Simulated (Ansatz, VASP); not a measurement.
**Ti9C8 in VASP and in Ansatz**

```
Ti C
1.0
     0.00000    4.33278   -4.33278
     4.33278    4.33278    0.00000
     4.33278    0.00000   -4.33278
Ti C
9 8
Cartesian
  2.1946 -0.0282 -2.1382
  4.1427 2.3565 -1.9763
  2.1946 2.1946 -4.3610
  4.3046 4.3046 -4.3610
  4.1427 -0.1901 -4.5229
  6.6893 2.3565 -4.5229
  4.3046 2.1946 -6.4709
  6.6893 4.1427 -6.3091
  5.4160 5.4160 -7.5824
  4.3450 4.3450 -2.1786
  2.1542 2.1542 -2.1786
  4.3450 6.4870 -4.3206
  2.1934 4.3058 -4.3598
  6.4870 4.3450 -4.3206
  4.3058 2.1934 -4.3598
  6.5262 6.5262 -6.4722
  4.3058 4.3058 -6.4722
```

Alike in both runs: functional PBE; k mesh 1 × 1 × 1; occupations gaussian, width 0.1 eV; no spin polarisation.

Ansatz relaxed the structure, and its values are those at the end. VASP's run is a single point on that final structure, the one shown.

|  | VASP | Ansatz |
| --- | --- | --- |
| version | VASP 6.6.1 | Ansatz 0.2.0 |
| potentials or method | VASP PAW PBE potentials, release 64 (Ti_sv, C), cutoff 520 eV | scalar-relativistic, plane waves, PAW |
| valence electrons in the cell | 140 | 140 |

|  | VASP | Ansatz | Ansatz less VASP |
| --- | --- | --- | --- |
| rms of the force components (eV/Å) | 0.027 | 0.015 | -0.0122 |
